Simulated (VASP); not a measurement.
A run of VASP 6.6.1:

The input INCAR:

```
PREC = Accurate ; ENCUT = 520
EDIFF = 1E-6 ; ISMEAR = 0
SIGMA = 0.05 ; LREAL = F
LASPH = T ; NELM = 100
ALGO = Normal ; ISIF = 2
LWAVE = F ; LCHARG = T
GGA = PS ; LELF = T
LVHAR = T ; NBANDS = 18
```

KPOINTS

```
regular mesh
0
Gamma
  12 12 12
```

POSCAR

```
RhC2
1.0
    0.0000000000      2.3265357719      2.3265357719
    2.3265357719      0.0000000000      2.3265357719
    2.3265357719      2.3265357719      0.0000000000
Rh C
1 2
Direct
    0.0000000000      0.0000000000      0.0000000000
    0.2500000000      0.2500000000      0.2500000000
    0.7500000000      0.7500000000      0.7500000000
```

Potentials or basis: VASP PAW PBE potentials, release 64 (Rh_pv, C).

The run is started by

```bash
$ cat potpaw_PBE.64/Rh_pv/POTCAR potpaw_PBE.64/C/POTCAR > POTCAR
$ mpirun -np 1 vasp_std > vasp.out
```

Hardware: 1 thread of Intel(R) Xeon(R) 6975P-C (Granite Rapids), with other jobs on the host.

Question: Estimate the wall time of this run.

Answer: It took 9.1 s on 1 thread of Intel(R) Xeon(R) 6975P-C (Granite Rapids) (shared host), peak memory 0.15 GiB. Counts: scf iterations 13, k points 72.
